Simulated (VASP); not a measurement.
A run of VASP 6.6.1 is set up as follows.

Contents of INCAR:

```
ALGO = Normal
EDIFF = 1E-6
ENCUT = 520
GGA = PE
ISIF = 2
ISMEAR = 1
LASPH = T
LCHARG = F
LREAL = F
LWAVE = F
NBANDS = 41
NELM = 100
PREC = Accurate
SIGMA = 0.0216
```

KPOINTS

```
k-points
0
Gamma
  5 5 3
```

Contents of POSCAR:

```
BiPdCl
1.0
    3.9954691500      0.0000000000      0.0000000000
    0.0000000000      3.9954691500      0.0000000000
    0.0000000000      0.0000000000      7.5698215000
Bi Pd Cl
2 2 2
Direct
    0.0000000000      0.5000000000      0.1710000000
    0.5000000000      0.0000000000      0.8290000000
    0.0000000000      0.0000000000      0.0000000000
    0.5000000000      0.5000000000      0.0000000000
    0.0000000000      0.5000000000      0.6500000000
    0.5000000000      0.0000000000      0.3500000000
```

Potentials or basis: VASP PAW PBE potentials, release 64 (Bi_d, Pd, Cl).

Run with:

```bash
$ cat potpaw_PBE.64/Bi_d/POTCAR potpaw_PBE.64/Pd/POTCAR potpaw_PBE.64/Cl/POTCAR > POTCAR
$ mpirun -np 1 vasp_std > vasp.out
```

Estimate the pressure.

47.9 GPa.

Estimate the largest force.

11.331 eV/Å.

Predict the band gap on the k mesh.

zero (band 32 reaches 8.03 eV, above the bottom of band 33 at 7.76 eV).

Stress tensor (GPa, compression positive):
```
50.30  0.00  0.00
 0.00 50.30  0.00
 0.00  0.00 43.15
```

Caveat: spin-orbit coupling is left out, which moves the levels of the heavy elements; forces of over 1 eV/Å act on the atoms, so gaps and moduli don't describe the material at rest.
